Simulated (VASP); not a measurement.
# Bi (Fm-3m) in VASP: a series of runs

Runs on Bi. Level: LDA. Tasks: single point.

All numbers are computed with VASP 6.6.1; they aren't measurements. Logs are shortened: lines on timing, memory, paths and dates and some standing lists are left out, and cuts for length are marked.

## Step 1: The cell of the first run

The structure is cubic, space group Fm-3m (No. 225). Conventional cell: a = 3.616 Å, b = 3.616 Å, c = 3.616 Å, α = 90.00°, β = 90.00°, γ = 90.00°. Within 3.4 Å of Bi (site symmetry m-3m) lie 12 Bi at 2.56 Å.

## Step 2: Single point, LDA (volume scaled by 0.4)

Contents of INCAR:

```
PREC     = Accurate       # precision mode
ENCUT    = 520            # plane-wave cutoff, eV
EDIFF    = 1E-6           # SCF threshold, eV
ISMEAR   = -1             # smearing method
SIGMA    = 0.1            # smearing width, eV
LREAL    = False          # projectors in reciprocal space
LASPH    = True           # aspherical terms in the spheres
NELM     = 60             # most SCF steps
ALGO     = Normal         # electronic algorithm
ISIF     = 2              # what is computed and relaxed
LWAVE    = False          # write WAVECAR
LCHARG   = False          # write CHGCAR
GGA      = CA             # functional
NBANDS   = 14             # bands
```

Contents of KPOINTS:

```
regular mesh
0
Gamma
  14 14 14
```

Contents of POSCAR:

```
Bi
1.0
    0.0000000000      1.8080247508      1.8080247508
    1.8080247508      0.0000000000      1.8080247508
    1.8080247508      1.8080247508      0.0000000000
Bi
1
Direct
    0.0000000000      0.0000000000      0.0000000000
```

Potentials or basis: VASP PAW LDA potentials, release 64 (Bi_d).

Launch:

```
$ cat potpaw_LDA.64/Bi_d/POTCAR > POTCAR
$ mpirun -np 1 vasp_std > vasp.out
```

OUTCAR:

```text
PREC = Accurate
   ENCUT = 520
   EDIFF = 1E-6
   ISMEAR = -1
   LREAL = False
   LASPH = True
   NELM = 60
   ISIF = 2
   GGA = CA

 ion  position               nearest neighbor table
   1  0.000  0.000  0.000-

  LATTYP: Found a face centered cubic cell.
 ALAT       =     3.6160495016

  Lattice vectors:

 A1 = (   0.0000000000,   1.8080247508,   1.8080247508)
 A2 = (   1.8080247508,   0.0000000000,   1.8080247508)
 A3 = (   1.8080247508,   1.8080247508,   0.0000000000)

Analysis of symmetry for initial positions (statically):
=====================================================================
 Subroutine PRICEL returns:
 Original cell was already a primitive cell.

 Routine SETGRP: Setting up the symmetry group for a
 face centered cubic supercell.

 Subroutine GETGRP returns: Found 48 space group operations
 (whereof 48 operations were pure point group operations)
 out of a pool of 48 trial point group operations.

The static configuration has the point symmetry O_h .

Analysis of symmetry for dynamics (positions and initial velocities):
=====================================================================
 Subroutine PRICEL returns:
 Original cell was already a primitive cell.

 Routine SETGRP: Setting up the symmetry group for a
 face centered cubic supercell.

 Subroutine GETGRP returns: Found 48 space group operations
 (whereof 48 operations were pure point group operations)
 out of a pool of 48 trial point group operations.

The dynamic configuration has the point symmetry O_h .

 Subroutine INISYM returns: Found 48 space group operations
 (whereof 48 operations are pure point group operations),
 and found     1 'primitive' translations

----------------------------------------------------------------------------------------

                                     Primitive cell

  volume of cell :      11.8207

  direct lattice vectors                    reciprocal lattice vectors
     0.000000000  1.808024751  1.808024751    -0.276544887  0.276544887  0.276544887
     1.808024751  0.000000000  1.808024751     0.276544887 -0.276544887  0.276544887
     1.808024751  1.808024751  0.000000000     0.276544887  0.276544887 -0.276544887

  length of vectors
     2.556933124  2.556933124  2.556933124     0.478989794  0.478989794  0.478989794

  position of ions in fractional coordinates (direct lattice)
     0.000000000  0.000000000  0.000000000

  ion indices of the primitive-cell ions
   primitive index   ion index
                 1           1

----------------------------------------------------------------------------------------

 KPOINTS: regular mesh

Automatic generation of k-mesh.
 Grid dimensions read from file:
 generate k-points for:   14   14   14

 Generating k-lattice:

  Cartesian coordinates                     Fractional coordinates (reciprocal lattice)
    -0.019753206  0.019753206  0.019753206     0.071428571  0.000000000  0.000000000
     0.019753206 -0.019753206  0.019753206     0.000000000  0.071428571  0.000000000
     0.019753206  0.019753206 -0.019753206     0.000000000  0.000000000  0.071428571

  Length of vectors
     0.034213557  0.034213557  0.034213557

  Shift w.r.t. Gamma in fractional coordinates (k-lattice)
     0.000000000  0.000000000  0.000000000

 Subroutine IBZKPT returns following result:
 ===========================================

 Found    104 irreducible k-points:

 Following reciprocal coordinates:
            Coordinates               Weight
  0.000000  0.000000  0.000000      1.000000
  0.071429  0.000000  0.000000      8.000000
  0.142857  0.000000  0.000000      8.000000
  0.214286  0.000000  0.000000      8.000000
  0.285714  0.000000  0.000000      8.000000
  0.357143  0.000000  0.000000      8.000000
[... 16 lines left out ...]
  0.214286  0.142857  0.000000     24.000000
  0.285714  0.142857  0.000000     24.000000
 [... further k-points ...]
   k-points           NKPTS =    104   k-points in BZ     NKDIM =    104   number of bands    NBANDS=     14
   number of dos      NEDOS =    301   number of ions     NIONS =      1
   total plane-waves  NPLWV =   8000
   dimension x,y,z NGX =    20 NGY =   20 NGZ =   20
   dimension x,y,z NGXF=    40 NGYF=   40 NGZF=   40
   ions per type =               1
   NGX,Y,Z   is equivalent  to a cutoff of  13.00, 13.00, 13.00 a.u.
   NGXF,Y,Z  is equivalent  to a cutoff of  26.01, 26.01, 26.01 a.u.
 SYSTEM =  unknown system
   PREC   = accura    normal or accurate (medium, high low for compatibility)
   ISTART =      0    job   : 0-new  1-cont  2-samecut
   ICHARG =      2    charge: 1-file 2-atom 10-const
   ISPIN  =      1    spin polarized calculation?
   LNONCOLLINEAR =      F non collinear calculations
   LSORBIT =      F    spin-orbit coupling
   LASPH  =      T    aspherical Exc in radial PAW
   ENCUT  =  520.0 eV  38.22 Ry    6.18 a.u.   4.75  4.75  4.75*2*pi/ulx,y,z
   NELM   =     60;   NELMIN=  2; NELMDL= -5     # of ELM steps
   EDIFF  = 0.1E-05   stopping-criterion for ELM
   LREAL  =      F    real-space projection
   EDIFFG = 0.1E-04   stopping-criterion for IOM
   NSW    =      0    number of steps for IOM
   IBRION =     -1    ionic relax: 0-MD 1-quasi-New 2-CG
   NFREE  =      0    steps in history (QN), initial steepest desc. (CG)
   ISIF   =      2    stress and relaxation
   ISYM   =      2    0-nonsym 1-usesym 2-fastsym
   POTIM  = 0.5000    time-step for ionic-motion
   TEBEG  =    0.0;   TEEND  =   0.0 temperature during run
   PSTRESS=    0.0 pullay stress
   NELECT =      15.0000    total number of electrons
   NUPDOWN=      -1.0000    fix difference up-down
   EMIN   =  10.00;   EMAX   =-10.00  energy-range for DOS
   EFERMI =   0.00;   METHOD = LEGACY
   ISMEAR =    -1;   SIGMA  =   0.10  broadening in eV -4-tet -1-fermi 0-gaus
   EFERMI_NEDOS =   21; number of points for ismear=-14 and -15
   IALGO  =     38    algorithm
   IMIX   =      4    mixing-type and parameters
     AMIX     =   0.40;   BMIX     =  1.00
     AMIX_MAG =   1.60;   BMIX_MAG =  1.00
  volume/ion in A,a.u.               =      11.82        79.77
  Fermi-wavevector in a.u.,A,eV,Ry     =   1.772383  3.349318 42.740540  3.141341
  Thomas-Fermi vector in A             =   2.838786
   LORBIT       =      0    0 simple, 1 ext, 2 COOP (PROOUT), +10 PAW based schemes
   GGA     = CA    functional components
   LHFCALC =     F    Hartree Fock is set to
   AEXX    =    0.0000 exact exchange contribution
   IVDW    =     0    specifies the selected vdW correction
   LEPSILON=     F    determine dielectric tensor
   LRPA    =     F    only Hartree local field effects (RPA)
 non-spin polarized calculation
  energy-cutoff  :      520.00
  volume of cell :       11.82
 maximum number of plane-waves:       332
   NGX =  9   NGY =  9   NGZ =  9

 number of electron      14.9999996 magnetization

 Free energy of the ion-electron system (eV)
  ---------------------------------------------------
  ext. energy  EPLUGINS =         0.00000000
  ---------------------------------------------------
  free energy    TOTEN  =         7.10689857 eV

  energy without entropy =        7.12226082  energy(sigma->0) =        7.11457969

 E-fermi :  27.8166     XC(G=0): -16.0099

 val. band max:       27.7766144158   @ k =   0.4286   0.3571   0.0714
 cond. band min:      27.8537976842   @ k =   0.5000   0.2857   0.0714
 fundamental gap:      0.0771832683
 Fermi energy:        27.8165601953

 k-point     1 :       0.0000    0.0000    0.0000
  band No.  band energies     occupation
      1       0.8284      2.00000
      2       0.8284      2.00000
      3       0.8284      2.00000
      4       1.5177      2.00000
      5       2.1321      2.00000
      6       2.1321      2.00000
      7      32.1898      0.00000
      8      37.3599      0.00000
      9      37.3599      0.00000
     10      37.3599      0.00000
     11      45.5782      0.00000
     12      47.3704      0.00000
     13      47.3704      0.00000
     14      47.3704      0.00000

 k-point     2 :       0.0714    0.0000    0.0000
  band No.  band energies     occupation
      1       0.7890      2.00000
      2       0.8856      2.00000
      3       0.8856      2.00000
      4       1.7590      2.00000
      5       2.1177      2.00000
      6       2.1177      2.00000
      7      32.3449      0.00000
      8      36.1009      0.00000
      9      37.5708      0.00000
     10      37.5708      0.00000
     11      45.1115      0.00000
     12      46.4343      0.00000
     13      46.4343      0.00000
     14      47.1331      0.00000

 k-point     3 :       0.1429    0.0000    0.0000
  band No.  band energies     occupation
      1       0.6282      2.00000
      2       1.0189      2.00000
      3       1.0189      2.00000
      4       2.1101      2.00000
      5       2.1101      2.00000
      6       2.5388      2.00000
      7      32.0882      0.00000
      8      33.9527      0.00000
      9      38.1236      0.00000
     10      38.1236      0.00000
     11      42.5668      0.00000
     12      44.4131      0.00000
     13      44.4131      0.00000
     14      49.9785      0.00000

 k-point     4 :       0.2143    0.0000    0.0000
  band No.  band energies     occupation
      1       0.3747      2.00000
      2       1.1142      2.00000
      3       1.1142      2.00000
      4       2.2131      2.00000
      5       2.2131      2.00000
      6       3.8612      2.00000
      7      29.0927      0.00001
      8      33.6732      0.00000
      9      38.6129      0.00000
     10      38.6129      0.00000
     11      41.2664      0.00000
     12      42.5018      0.00000
     13      42.5018      0.00000
     14      51.4480      0.00000

 k-point     5 :       0.2857    0.0000    0.0000
  band No.  band energies     occupation
      1       0.0964      2.00000
      2       1.0880      2.00000
      3       1.0880      2.00000
      4       2.4843      2.00000
      5       2.4843      2.00000
      6       5.6952      2.00000
      7      25.2475      2.00000
      8      33.3165      0.00000
      9      37.9555      0.00000
     10      37.9555      0.00000
     11      41.7597      0.00000
[... 276 lines left out ...]
 k-point    22 :       0.1429    0.1429    0.0000
  band No.  band energies     occupation
      1       0.4980      2.00000
      2       1.2423      2.00000
      3       1.2423      2.00000
      4       1.5795      2.00000
      5       2.3148      2.00000
      6       2.9350      2.00000
      7      33.0818      0.00000
      8      35.4240      0.00000
      9      35.7534      0.00000
     10      35.7534      0.00000
     11      42.6175      0.00000
     12      44.2469      0.00000
     13      44.2469      0.00000
     14      48.4183      0.00000

 k-point    23 :       0.2143    0.1429    0.0000
  band No.  band energies     occupation
      1       0.3658      2.00000
      2       1.3665      2.00000
      3       1.4069      2.00000
      4       1.4286      2.00000
      5       2.4293      2.00000
      6       3.8891      2.00000
      7      32.0354      0.00000
      8      33.9133      0.00000
      9      34.8257      0.00000
     10      36.6121      0.00000
     11      40.2335      0.00000
     12      44.0970      0.00000
     13      44.4068      0.00000
     14      48.4195      0.00000

 k-point    24 :       0.2857    0.1429    0.0000
  band No.  band energies     occupation
      1       0.2407      2.00000
      2       1.2176      2.00000
      3       1.5058      2.00000
      4       1.5212      2.00000
      5       2.6514      2.00000
      6       5.4078      2.00000
      7      28.3708      0.00780
      8      33.8453      0.00000
      9      33.9914      0.00000
     10      36.2766      0.00000
     11      40.4495      0.00000
     12      43.9590      0.00000
     13      44.6759      0.00000
     14      47.9159      0.00000

 [... further k-points ...]

------------------------ aborting loop because EDIFF is reached ----------------------------------------

  FORCE on cell =-STRESS in cart. coord.  units (eV):
  Direction    XX          YY          ZZ          XY          YZ          ZX
  --------------------------------------------------------------------------------------
  -------------------------------------------------------------------------------------
  Total       36.5368666     36.5368666     36.5368666      0.0000000      0.0000000      0.0000000
  in kB     4952.2068047   4952.2068047   4952.2068047      0.0000000      0.0000000      0.0000000
  external PRESSURE =    4952.2068047 kB  Pullay stress =       0.0000000 kB

 VOLUME and BASIS-vectors are now :
 -----------------------------------------------------------------------------
  energy-cutoff  :      520.00
  volume of cell :       11.82
      direct lattice vectors                 reciprocal lattice vectors
     0.000000000  1.808024751  1.808024751    -0.276544887  0.276544887  0.276544887
     1.808024751  0.000000000  1.808024751     0.276544887 -0.276544887  0.276544887
     1.808024751  1.808024751  0.000000000     0.276544887  0.276544887 -0.276544887

 POSITION                                       TOTAL-FORCE (eV/Angst)
 -----------------------------------------------------------------------------------
      0.00000      0.00000      0.00000         0.000000      0.000000      0.000000
 -----------------------------------------------------------------------------------
    total drift:                                0.000000     -0.000000      0.000000

  FREE ENERGIE OF THE ION-ELECTRON SYSTEM (eV)
  ---------------------------------------------------
  free  energy   TOTEN  =         7.1068985744 eV

  energy  without entropy=        7.1222608154  energy(sigma->0) =        7.11457969
```

Wall time 12 s (1 thread of Intel Xeon Platinum 8488C (Sapphire Rapids), shared host); peak memory 0.13 GiB.

Results:

* Free energy: 7.1069 eV
* Pressure: 495.2 GPa

Caveat: spin-orbit coupling is left out, which moves the levels of the heavy elements.

## Step 3: Single point, LDA (volume scaled by 0.6)

Contents of INCAR:

```
ALGO = Normal ; EDIFF = 1E-6
ENCUT = 520 ; ISIF = 2
ISMEAR = -1 ; LASPH = T
LCHARG = T ; LELF = T
LREAL = F ; LVHAR = T
LWAVE = F ; NBANDS = 14
NELM = 80 ; PREC = Accurate
SIGMA = 0.1
```

Contents of KPOINTS:

```
k-points
0
Gamma
  14 14 14
```

Contents of POSCAR:

```
Bi
1.0
    0.0000000000      2.0696716832      2.0696716832
    2.0696716832      0.0000000000      2.0696716832
    2.0696716832      2.0696716832      0.0000000000
Bi
1
Direct
    0.0000000000      0.0000000000      0.0000000000
```

Potentials or basis: VASP PAW LDA potentials, release 64 (Bi_d).

Launch:

```
$ cat potpaw_LDA.64/Bi_d/POTCAR > POTCAR
$ mpirun -np 1 vasp_std > vasp.out
```

OUTCAR:

```text
EDIFF = 1E-6
   ENCUT = 520
   ISIF = 2
   ISMEAR = -1
   LASPH = T
   LREAL = F
   NELM = 80
   PREC = Accurate

 ion  position               nearest neighbor table
   1  0.000  0.000  0.000-

  LATTYP: Found a face centered cubic cell.
 ALAT       =     4.1393433664

  Lattice vectors:

 A1 = (   0.0000000000,   2.0696716832,   2.0696716832)
 A2 = (   2.0696716832,   0.0000000000,   2.0696716832)
 A3 = (   2.0696716832,   2.0696716832,   0.0000000000)

Analysis of symmetry for initial positions (statically):
=====================================================================
 Subroutine PRICEL returns:
 Original cell was already a primitive cell.

 Routine SETGRP: Setting up the symmetry group for a
 face centered cubic supercell.

 Subroutine GETGRP returns: Found 48 space group operations
 (whereof 48 operations were pure point group operations)
 out of a pool of 48 trial point group operations.

The static configuration has the point symmetry O_h .

Analysis of symmetry for dynamics (positions and initial velocities):
=====================================================================
 Subroutine PRICEL returns:
[... 168 lines left out ...]
      5      -6.6964      2.00000
      6      -2.2369      2.00000
      7      24.7987      0.00000
      8      26.0914      0.00000
      9      26.0914      0.00000
     10      26.0914      0.00000
     11      31.9333      0.00000
     12      31.9333      0.00000
     13      31.9333      0.00000
     14      32.7786      0.00000
[... 377 lines left out ...]
      1      -7.2903      2.00000
      2      -6.9722      2.00000
      3      -6.8859      2.00000
      4      -6.7794      2.00000
      5      -6.5003      2.00000
      6       0.1530      2.00000
      7      17.1015      1.18062
      8      21.7234      0.00000
      9      22.9327      0.00000
     10      24.6639      0.00000
     11      27.5629      0.00000
     12      32.5229      0.00000
     13      32.8724      0.00000
     14      33.9705      0.00000

 [... further k-points ...]

------------------------ aborting loop because EDIFF is reached ----------------------------------------

  FORCE on cell =-STRESS in cart. coord.  units (eV):
  Direction    XX          YY          ZZ          XY          YZ          ZX
  --------------------------------------------------------------------------------------
  -------------------------------------------------------------------------------------
  Total       11.7280471     11.7280471     11.7280471     -0.0000000     -0.0000000     -0.0000000
  in kB     1059.7463122   1059.7463122   1059.7463122     -0.0000000     -0.0000000     -0.0000000
  external PRESSURE =    1059.7463122 kB  Pullay stress =       0.0000000 kB

 VOLUME and BASIS-vectors are now :
 -----------------------------------------------------------------------------
  energy-cutoff  :      520.00
  volume of cell :       17.73
      direct lattice vectors                 reciprocal lattice vectors
     0.000000000  2.069671683  2.069671683    -0.241584211  0.241584211  0.241584211
     2.069671683  0.000000000  2.069671683     0.241584211 -0.241584211  0.241584211
     2.069671683  2.069671683  0.000000000     0.241584211  0.241584211 -0.241584211

 POSITION                                       TOTAL-FORCE (eV/Angst)
 -----------------------------------------------------------------------------------
      0.00000      0.00000      0.00000         0.000000     -0.000000      0.000000
 -----------------------------------------------------------------------------------
    total drift:                                0.000000      0.000000     -0.000000

  FREE ENERGIE OF THE ION-ELECTRON SYSTEM (eV)
  ---------------------------------------------------
  free  energy   TOTEN  =        -1.9999118126 eV

  energy  without entropy=       -1.9854191780  energy(sigma->0) =       -1.99266550
```

It took 13 s on 1 thread of Intel Xeon Platinum 8488C (Sapphire Rapids), shared host; peak memory 0.14 GiB.

What came out:

```
Free energy : -1.9999 eV
Pressure    : 106.0 GPa
```

Levels at points of the mesh, in eV from the Fermi level:
| k point | band 3 | band 4 | band 5 | band 6 | band 7 | band 8 | band 9 | band 10 | band 11 | band 12 |
| --- | --- | --- | --- | --- | --- | --- | --- | --- | --- | --- |
| (0.00, 0.00, 0.00) | -24.28 | -23.83 | -23.83 | -19.37 | 7.66 | 8.95 | 8.95 | 8.95 | 14.80 | 14.80 |
| (0.50, 0.00, 0.00) | -24.24 | -23.45 | -23.45 | -12.24 | -9.75 | 5.97 | 5.97 | 7.29 | 12.69 | 12.74 |
| (0.50, 0.50, 0.00) | -23.47 | -23.35 | -23.35 | -9.41 | -8.28 | -0.05 | -0.05 | 5.27 | 6.41 | 18.70 |

Caveat: spin-orbit coupling is left out, which moves the levels of the heavy elements.
